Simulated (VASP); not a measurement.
WS2:

```xyz
3
Lattice="1.5790 0.9116 6.1633 -1.5790 0.9116 6.1633 0.0000 -1.8233 6.1633" Properties=species:S:1:pos:R:3 pbc="T T T"
W     0.0000    0.0000    0.0000
S     0.0000    0.0000   10.7427
S     0.0000    0.0000   13.8730
```

```yaml
Program: VASP 6.6.1
Task: relaxation of cell and atoms
Functional: PBE
Dispersion: D4
Potentials_or_basis: VASP PAW PBE potentials, release 64 (W_sv, S)
Cutoff: 600 eV
k_mesh: 10 × 10 × 10
Occupations: fermi-dirac, width 0.05 eV
Spin: no spin polarisation
```

At the start: pressure 0.8 GPa; volume 17.74 Å³/atom.

Q: Where does the relaxation end?

A: Over 13 steps the energy falls by 3.2 meV/atom and the volume is 17.48 Å³/atom (-1.5 %); space group R3m (No. 160, to 0.1 Å) before and after.

Step by step:
```
step  energy change (eV)  largest force (eV/Å)  pressure (GPa)  volume (Å³)
   1              0.0000                0.6084            0.79        53.23
   2              0.0092                0.8082           -2.34        53.90
   3             -0.0067                0.0423           -0.51        53.49
   4             -0.0069                0.1720            0.44        53.14
   5             -0.0071                0.1034            0.05        53.29
   6             -0.0077                0.0738            0.08        53.15
   7             -0.0084                0.0274            0.13        52.92
   8             -0.0084                0.0740            0.26        52.46
   9             -0.0086                0.0324            0.20        52.69
  10             -0.0090                0.0249            0.08        52.65
  11             -0.0096                0.0468           -0.26        52.53
  12             -0.0096                0.0242            0.14        52.40
  13             -0.0097                0.0090            0.00        52.44
```

Final structure:
```
CELL_PARAMETERS angstrom
1.57955 0.91195 6.06803
-1.57955 0.91195 6.06803
0.00000 -1.82390 6.06803
ATOMIC_POSITIONS crystal
W 0.99933 0.99933 0.99933
S 0.57958 0.57958 0.57958
S 0.75238 0.75238 0.75238
```
